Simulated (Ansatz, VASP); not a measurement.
One calculation of BN, two programs

```
CELL_PARAMETERS angstrom
0.00000 1.86410 1.71497
1.86410 0.00000 1.71497
1.86410 1.86410 0.00000
ATOMIC_POSITIONS crystal
B 0.00000 0.00000 0.00000
N 0.75000 0.75000 0.75000
```

Alike in both runs: task single point; functional r2SCAN; k mesh 12 × 12 × 12; occupations gaussian, width 0.05 eV; no spin polarisation.

|  | VASP | Ansatz |
| --- | --- | --- |
| version | VASP 6.6.1 | Ansatz 0.2.0 |
| potentials or method | VASP PAW PBE potentials, release 64 (B, N), cutoff 520 eV | scalar-relativistic, plane waves, PAW |
| valence electrons in the cell | 8 | 8 |

|  | VASP | Ansatz | Ansatz less VASP |
| --- | --- | --- | --- |
| gap on the k mesh at the Fermi level (eV) | 3.59 | 3.61 | +0.021 |
| least direct gap on the mesh (eV) | 8.67 | 8.71 | +0.034 |
| pressure (GPa) | -4.2 | -5.3 | -1.07 |
| traceless stress, the component that is largest in VASP (GPa) | 31.34 | 31.44 | +0.103 |

VASP's potentials were made for PBE, not for r2SCAN. The functional is the same, so the differences come from potentials, cutoffs and numerics.
